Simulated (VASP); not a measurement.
# H10CO6 in VASP: a series of runs

Runs on H10CO6. Level: r2SCAN. Tasks: single point.

Program: VASP 6.6.1. These are calculated values, not measurements. Logs are shortened: lines on timing, memory, paths and dates and some standing lists are left out, and cuts for length are marked.

## Step 1: The cell of the first run

The cell holds an amorphous packing of atoms, 17 atoms: a = 5.270 Å, b = 5.270 Å, c = 5.270 Å, α = 90.00°, β = 90.00°, γ = 90.00°.

## Step 2: Single point, r2SCAN

File POSCAR:

```
H10CO6
1.0
    5.2704420000      0.0000000000      0.0000000000
    0.0000000000      5.2704420000      0.0000000000
    0.0000000000      0.0000000000      5.2704420000
O H C
6 10 1
Direct
    0.1536303786      0.5040563960      0.1367437494
    0.3885442625      0.9840351151      0.9130543510
    0.9470173469      0.0959881543      0.7020094330
    0.7152531040      0.2444387017      0.2632416788
    0.5461781004      0.7329935516      0.3795317357
    0.4371360125      0.4714974569      0.6896385540
    0.2171544626      0.5386265516     -0.0342096545
    0.2505482462      0.3650357978      0.1929249957
    0.2550450228      1.0408424948      0.7900286162
    0.3653583513      0.8078639325      0.9017080541
    0.9109292921      0.1547877768      0.5272992284
    0.7739958053      0.0400725404      0.7452505881
    0.6601533610      0.1068790815      0.1591517372
    0.7795361376      0.3723596617      0.1588861048
    0.3722458192      0.6851228037      0.3164250740
    0.8042778955      0.5945042181      0.6318635135
    0.5981282025      0.5905766537      0.5730828648
```

File INCAR.step1:

```
SYSTEM = H10CO6
PREC = Accurate
ENCUT = 520
ISMEAR = -1
SIGMA = 0.05
LREAL = Auto
LASPH = .TRUE.
NELM = 60
NBANDS = 39
GGA = PE
ALGO = Normal
EDIFF = 1E-4
LWAVE = .TRUE.
LCHARG = .FALSE.
```

File INCAR.step2:

```
SYSTEM = H10CO6
PREC = Accurate
ENCUT = 520
EDIFF = 1E-6
ISMEAR = -1
SIGMA = 0.05
LREAL = Auto
LASPH = .TRUE.
NELM = 60
ALGO = Normal
ISIF = 2
LWAVE = .FALSE.
LCHARG = .TRUE.
METAGGA = R2SCAN
LMIXTAU = .TRUE.
LELF = .TRUE.
LVHAR = .TRUE.
NBANDS = 39
ISTART = 1
```

File KPOINTS:

```
Automatic mesh
0
G
  1 1 1
  0 0 0
```

Potentials or basis: VASP PAW PBE potentials, release 64 (O, H, C).

Started as:

```bash
cat potpaw_PBE.64/O/POTCAR potpaw_PBE.64/H/POTCAR potpaw_PBE.64/C/POTCAR > POTCAR
cp INCAR.step1 INCAR
mpirun -np 1 vasp_gam > vasp.out
cp INCAR.step2 INCAR
mpirun -np 1 vasp_gam > vasp.out
```

OUTCAR:

```text
SYSTEM = H10CO6
   PREC = Accurate
   ENCUT = 520
   EDIFF = 1E-6
   ISMEAR = -1
   LREAL = Auto
   LASPH = .TRUE.
   NELM = 60
   ISIF = 2
   METAGGA = R2SCAN
   ISTART = 1

 ion  position               nearest neighbor table
   1  0.154  0.504  0.137-   8 0.94   7 0.98
   2  0.389  0.984  0.913-  10 0.94   9 1.00
   3  0.947  0.096  0.702-  12 0.99  11 0.99
   4  0.715  0.244  0.263-  14 0.93  13 0.95
   5  0.546  0.733  0.380-  15 1.01  17 1.30
   6  0.437  0.471  0.690-  17 1.22
   7  0.217  0.539  0.966-   1 0.98
   8  0.251  0.365  0.193-   1 0.94
   9  0.255  0.041  0.790-   2 1.00
  10  0.365  0.808  0.902-   2 0.94
  11  0.911  0.155  0.527-   3 0.99
  12  0.774  0.040  0.745-   3 0.99
  13  0.660  0.107  0.159-   4 0.95
  14  0.780  0.372  0.159-   4 0.93
  15  0.372  0.685  0.316-   5 1.01
  16  0.804  0.595  0.632-  17 1.13
  17  0.598  0.591  0.573-  16 1.13   6 1.22   5 1.30

  LATTYP: Found a simple cubic cell.
 ALAT       =     5.2704420000

  Lattice vectors:

 A1 = (   5.2704420000,   0.0000000000,   0.0000000000)
 A2 = (   0.0000000000,   5.2704420000,   0.0000000000)
 A3 = (   0.0000000000,   0.0000000000,   5.2704420000)

Analysis of symmetry for initial positions (statically):
=====================================================================
 Subroutine PRICEL returns:
 Original cell was already a primitive cell.

 Routine SETGRP: Setting up the symmetry group for a
 simple cubic supercell.

 Subroutine GETGRP returns: Found  1 space group operations
 (whereof  1 operations were pure point group operations)
 out of a pool of 48 trial point group operations.

The static configuration has the point symmetry C_1 .

Analysis of symmetry for dynamics (positions and initial velocities):
=====================================================================
 Subroutine PRICEL returns:
 Original cell was already a primitive cell.

 Routine SETGRP: Setting up the symmetry group for a
 simple cubic supercell.

 Subroutine GETGRP returns: Found  1 space group operations
 (whereof  1 operations were pure point group operations)
 out of a pool of 48 trial point group operations.

The dynamic configuration has the point symmetry C_1 .

 Subroutine INISYM returns: Found  1 space group operations
[... 104 lines left out ...]
   LREAL  =      T    real-space projection
   EDIFFG = 0.1E-04   stopping-criterion for IOM
   NSW    =      0    number of steps for IOM
   IBRION =     -1    ionic relax: 0-MD 1-quasi-New 2-CG
   NFREE  =      0    steps in history (QN), initial steepest desc. (CG)
   ISIF   =      2    stress and relaxation
   ISYM   =      2    0-nonsym 1-usesym 2-fastsym
   POTIM  = 0.5000    time-step for ionic-motion
   TEBEG  =    0.0;   TEEND  =   0.0 temperature during run
   PSTRESS=    0.0 pullay stress
   NELECT =      50.0000    total number of electrons
   NUPDOWN=      -1.0000    fix difference up-down
   EMIN   =  10.00;   EMAX   =-10.00  energy-range for DOS
   EFERMI =   0.00;   METHOD = LEGACY
   ISMEAR =    -1;   SIGMA  =   0.05  broadening in eV -4-tet -1-fermi 0-gaus
   EFERMI_NEDOS =   21; number of points for ismear=-14 and -15
   IALGO  =     38    algorithm
   IMIX   =      4    mixing-type and parameters
     AMIX     =   0.40;   BMIX     =  1.00
     AMIX_MAG =   1.60;   BMIX_MAG =  1.00
  volume/ion in A,a.u.               =       8.61        58.12
  Fermi-wavevector in a.u.,A,eV,Ry     =   1.144330  2.162469 17.816696  1.309490
  Thomas-Fermi vector in A             =   2.281022
   LORBIT       =      0    0 simple, 1 ext, 2 COOP (PROOUT), +10 PAW based schemes
   METAGGA = R2SCAN    functional components
   LHFCALC =     F    Hartree Fock is set to
   AEXX    =    0.0000 exact exchange contribution
   IVDW    =     0    specifies the selected vdW correction
   LEPSILON=     F    determine dielectric tensor
   LRPA    =     F    only Hartree local field effects (RPA)
 non-spin polarized calculation
  energy-cutoff  :      520.00
  volume of cell :      146.40
 maximum number of plane-waves:      1956
 NGX is ok and might be reduce to    40
   NGX = 19   NGY = 19   NGZ = 19

 number of electron      49.9999999 magnetization

 Free energy of the ion-electron system (eV)
  ---------------------------------------------------
  ext. energy  EPLUGINS =         0.00000000
  ---------------------------------------------------
  free energy    TOTEN  =       -95.73480870 eV

  energy without entropy =      -95.73480870  energy(sigma->0) =      -95.73480870

 E-fermi :  -1.8912     XC(G=0):  -8.2891

 val. band max:       -3.1726195265   @ k =   0.0000   0.0000   0.0000
 cond. band min:       2.8562833600   @ k =   0.0000   0.0000   0.0000
 fundamental gap:      6.0289028865
 Fermi energy:        -1.8912361312

 k-point     1 :       0.0000    0.0000    0.0000
  band No.  band energies     occupation
      1     -25.7758      2.00000
      2     -23.2575      2.00000
      3     -23.1111      2.00000
      4     -22.7654      2.00000
      5     -22.4492      2.00000
      6     -21.9726      2.00000
[... 29 lines left out ...]
     36      10.1443      0.00000
     37      10.7038      0.00000
 [bands above 37 left out]

------------------------ aborting loop because EDIFF is reached ----------------------------------------

  FORCE on cell =-STRESS in cart. coord.  units (eV):
  Direction    XX          YY          ZZ          XY          YZ          ZX
  --------------------------------------------------------------------------------------
  -------------------------------------------------------------------------------------
  Total       -2.6377863      5.6015333      2.1223207      0.5367089     -1.7379748     -1.6457916
  in kB      -28.8674935     61.3022459     23.2263237      5.8736528    -19.0201059    -18.0112689
  external PRESSURE =      18.5536920 kB  Pullay stress =       0.0000000 kB

 VOLUME and BASIS-vectors are now :
 -----------------------------------------------------------------------------
  energy-cutoff  :      520.00
  volume of cell :      146.40
      direct lattice vectors                 reciprocal lattice vectors
     5.270442000  0.000000000  0.000000000     0.189737407  0.000000000  0.000000000
     0.000000000  5.270442000  0.000000000     0.000000000  0.189737407  0.000000000
     0.000000000  0.000000000  5.270442000     0.000000000  0.000000000  0.189737407

 POSITION                                       TOTAL-FORCE (eV/Angst)
 -----------------------------------------------------------------------------------
      0.80970      2.65660      0.72070        -0.492594      2.006676     -0.387237
      2.04780      5.18630      4.81220        -0.225467      1.176027     -0.538931
      4.99120      0.50590      3.69990        -1.148502      0.087504     -0.954896
      3.76970      1.28830      1.38740        -0.482635     -0.915671      1.372501
      2.87860      3.86320      2.00030        -0.017723      0.427431     -0.877277
      2.30390      2.48500      3.63470        -0.075254     -0.120298      0.368296
[... 9 lines left out ...]
      4.23890      3.13330      3.33020        -0.395695     -0.023796     -0.242858
      3.15240      3.11260      3.02040         0.425139     -0.253307      0.890485
 -----------------------------------------------------------------------------------
    total drift:                               -0.010945     -0.008117     -0.002961

  FREE ENERGIE OF THE ION-ELECTRON SYSTEM (eV)
  ---------------------------------------------------
  free  energy   TOTEN  =       -95.7348086999 eV

  energy  without entropy=      -95.7348086999  energy(sigma->0) =      -95.73480870
```

OUTCAR.step1:

```text
SYSTEM = H10CO6
   PREC = Accurate
   ENCUT = 520
   ISMEAR = -1
   LREAL = Auto
   LASPH = .TRUE.
[... 286 lines left out ...]
      2.30390      2.48500      3.63470        -0.418476     -0.406754      0.667928
[... 9 lines left out ...]
      4.23890      3.13330      3.33020        -0.206636     -0.011781     -0.178925
      3.15240      3.11260      3.02040         0.611085     -0.163719      0.817416
 -----------------------------------------------------------------------------------
    total drift:                               -0.017205     -0.009378     -0.003500

  FREE ENERGIE OF THE ION-ELECTRON SYSTEM (eV)
  ---------------------------------------------------
  free  energy   TOTEN  =       -87.9134035277 eV

  energy  without entropy=      -87.9134035276  energy(sigma->0) =      -87.91340353
```

It took 36 s on 1 thread of Intel Xeon 6975P-C (Granite Rapids), shared host; peak memory 0.24 GiB.

Results:

- Free energy: -95.7348 eV
- Pressure: 1.9 GPa
- Largest force: 2.102 eV/Å
- Band gap on the k mesh: 6.03 eV

Forces on the atoms (eV/Å):
```
O   -0.493  2.007 -0.387
O   -0.225  1.176 -0.539
O   -1.149  0.088 -0.955
O   -0.483 -0.916  1.373
O   -0.018  0.427 -0.877
O   -0.075 -0.120  0.368
H   -0.317 -0.774  0.156
H    0.767 -1.634  0.262
H    0.448  0.190  0.904
H    0.192 -1.204  0.152
H    0.208 -0.107  0.275
H    0.612  0.186  0.272
H   -0.396 -0.382 -0.436
H    0.941  1.113 -1.215
H   -0.041  0.228  0.000
H   -0.396 -0.024 -0.243
C    0.425 -0.253  0.890
```

Caveat: the k points lie up to 1.19 Å⁻¹ apart; the PAW data sets were made with another functional, which shifts forces and pressure a little.

## Step 3: Single point, r2SCAN

File POSCAR:

```
H10CO6
1.0
    5.2704420000      0.0000000000      0.0000000000
    0.0000000000      5.2704420000      0.0000000000
    0.0000000000      0.0000000000      5.2704420000
O H C
6 10 1
Direct
    0.1383944648      0.5148714282      0.1415630795
    0.3850910417      0.9907518193      0.9128646136
    0.9593882259      0.0940148853      0.7011935621
    0.7051970214      0.2395245029      0.2727285491
    0.5592699815      0.7274152718      0.3655291150
    0.4329048683      0.4971120069      0.7003397438
    0.1707826402      0.4841719158     -0.0451005817
    0.1940064989      0.3400094337      0.1818822786
    0.2452545726      1.0623207693      0.8202917326
    0.3823967705      0.8134232385      0.8700408808
    0.9157296485      0.1411266835      0.5250223795
    0.8045055804      0.0363916347      0.7764244441
    0.6458281867      0.1322279991      0.1355863512
    0.8175974615      0.3755662239      0.1967197438
    0.3772169393      0.7257835301      0.3292133753
    0.7998949614      0.5928155551      0.6305922729
    0.5943903756      0.5916012357      0.5733105497
```

File INCAR.step1:

```
SYSTEM = H10CO6
PREC = Accurate ; ENCUT = 520
ISMEAR = -1 ; SIGMA = 0.05
LREAL = Auto ; LASPH = .TRUE.
NELM = 80 ; NBANDS = 39
GGA = PE ; ALGO = Normal
EDIFF = 1E-4 ; LWAVE = .TRUE.
LCHARG = .FALSE.
```

File INCAR.step2:

```
SYSTEM = H10CO6
PREC = Accurate ; ENCUT = 520
EDIFF = 1E-6 ; ISMEAR = -1
SIGMA = 0.05 ; LREAL = Auto
LASPH = .TRUE. ; NELM = 80
ALGO = Normal ; ISIF = 2
LWAVE = .FALSE. ; LCHARG = .FALSE.
METAGGA = R2SCAN ; LMIXTAU = .TRUE.
NBANDS = 39 ; ISTART = 1
```

KPOINTS is that of step 2.

Potentials or basis: VASP PAW PBE potentials, release 64 (O, H, C).

Started as:

```bash
cat potpaw_PBE.64/O/POTCAR potpaw_PBE.64/H/POTCAR potpaw_PBE.64/C/POTCAR > POTCAR
cp INCAR.step1 INCAR
mpirun -np 1 vasp_gam > vasp.out
cp INCAR.step2 INCAR
mpirun -np 1 vasp_gam > vasp.out
```

Wall time 32 s (1 thread of Intel Xeon 6975P-C (Granite Rapids), shared host); peak memory 0.24 GiB.

It converged, with:

```
Free energy            : -95.7118 eV
Pressure               : 0.7 GPa
Largest force          : 2.727 eV/Å
Band gap on the k mesh : 6.17 eV
```

Forces in eV/Å, atoms in the order of the input:
```
O    0.357 -1.757 -1.661
O    1.250 -0.257  0.955
O    0.332  0.519 -0.885
O    1.465  0.981 -0.733
O    0.126  0.098  0.722
O   -1.742 -0.995  1.142
H   -0.367  1.064  0.963
H    0.006  0.638  0.747
H   -0.694  0.218 -0.466
H   -0.137 -0.066  0.263
H   -0.424 -0.273  0.442
H   -0.556 -0.015  0.033
H   -0.259  0.061  0.056
H   -1.003 -1.122  0.349
H   -0.343 -0.175 -0.550
H   -0.108 -0.218 -0.216
C    2.097  1.300 -1.162
```

Stress tensor (GPa, compression positive):
```
 0.89 -0.09 -0.68
-0.09  0.78 -1.38
-0.68 -1.38  0.56
```

Levels at points of the mesh, in eV from the valence-band top:
```
           k point  band 23  band 24  band 25  band 26  band 27  band 28
(0.00, 0.00, 0.00)    -0.33    -0.17     0.00     6.17     6.22     9.28
```

Caveat: the k points lie up to 1.19 Å⁻¹ apart; the PAW data sets were made with another functional, which shifts forces and pressure a little.

[end of part 1 of 2]
